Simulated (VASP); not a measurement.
Wanted: the native input for a VASP 6.6.1 run.

| Property | Result |
| --- | --- |
| Task | single point |
| Functional | PBE |
| Potentials or basis | VASP PAW PBE potentials, release 64 (Rh_pv) |
| Cutoff | 520 eV |
| k mesh | 18 × 18 × 10 |
| Occupations | gaussian, width 0.15 eV |
| Spin | no spin polarisation |
| Dipole correction | no |
| Further INCAR settings | ALGO = Fast; EDIFF = 1e-07; NBANDS = 22 |

The structure of Rh lies in POSCAR:

```
Rh
1.0
    2.8611000000      0.0000000000      0.0000000000
   -1.4305500000      2.4777852828      0.0000000000
    0.0000000000      0.0000000000      4.5254000000
Rh
2
Direct
    0.6666666667      0.3333333333      0.7500000000
    0.3333333333      0.6666666667      0.2500000000
```

This isn't the form of Rh at room conditions, which is fcc.

One way to write it, as run:

INCAR

```
  PREC = Accurate
  ENCUT = 520
  EDIFF = 1E-7
  ISMEAR = 0
  SIGMA = 0.15
  LREAL = False
  LASPH = True
  NELM = 80
  ALGO = Fast
  ISIF = 2
  LWAVE = False
  LCHARG = False
  GGA = PE
  NBANDS = 22
```

KPOINTS

```
regular mesh
0
Gamma
  18 18 10
```

Potentials or basis: VASP PAW PBE potentials, release 64 (Rh_pv).

Run with:

```bash
$ cat potpaw_PBE.64/Rh_pv/POTCAR > POTCAR
$ mpirun -np 1 vasp_std > vasp.out
```

It gave:

* Pressure: -23.1 GPa
* Band gap on the k mesh: zero (bands 15 and 16 overlap by 1.85 eV)

Caveat: the cell stands under tension.

Run time: 4.2 min on 1 thread of AMD EPYC 7R43 64-Core Processor (Zen 3) (shared host), peak memory 0.2 GiB.
